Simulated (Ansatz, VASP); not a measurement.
# One calculation of Ge, two programs

The input INCAR:

```
SYSTEM = Ge
PREC = Accurate
ENCUT = 520
EDIFF = 1E-6
ISMEAR = 0
SIGMA = 0.15
LREAL = .FALSE.
LASPH = .TRUE.
NELM = 100
ALGO = Normal
ISIF = 2
LWAVE = .FALSE.
LCHARG = .FALSE.
GGA = PS
NBANDS = 13
```

Contents of KPOINTS:

```
Automatic mesh
0
G
  20 20 18
  0 0 0
```

Contents of POSCAR:

```
Ge
1.0
    1.3971490000     -2.6005160000      0.0000000000
    1.3971490000      2.6005160000      0.0000000000
    0.0000000000      0.0000000000      2.7656867750
Ge
1
Direct
    0.5000000000      0.5000000000      0.0000000000
```

Input for Ansatz:

```yaml
crystal:
  lattice:
    - [1.397149, -2.600516, 0.0]
    - [1.397149, 2.600516, 0.0]
    - [0.0, 0.0, 2.765686775]
  atoms:
    - { symbol: Ge, position: [0.5, 0.5, 0.0] }
basis:
  ecutwfc: 420
kpoints:
  mp_grid: { grid: [20, 20, 18] }
hamiltonian:
  xc: pbesol
scf:
  occupations: { method: gaussian, width: 0.15 }
output:
  forces: true
  stress: true
  eigenvalues: true
```

Change from the starting cell: strain +0.000 along x and y, +0.025 along z, atoms carried along.

Alike in both runs: task single point; functional PBEsol; k mesh 20 × 20 × 18; occupations gaussian, width 0.15 eV; no spin polarisation.

|  | VASP | Ansatz |
| --- | --- | --- |
| version | VASP 6.6.1 | Ansatz 0.2.0 |
| potentials or method | VASP PAW PBE potentials, release 64 (Ge_d), cutoff 520 eV | scalar-relativistic, plane waves, PAW |
| valence electrons in the cell | 14 | 14 |

|  | VASP | Ansatz | Ansatz less VASP |
| --- | --- | --- | --- |
| gap on the k mesh at the Fermi level (eV) | none | none | - |
| pressure (GPa) | -5.5 | -5.4 | +0.10 |
| traceless stress, the component that is largest in VASP (GPa) | -2.53 | -2.50 | +0.034 |

VASP's potentials were made for PBE, not for PBEsol. A gap of «none» marks a metal or a gap that the smearing closes.
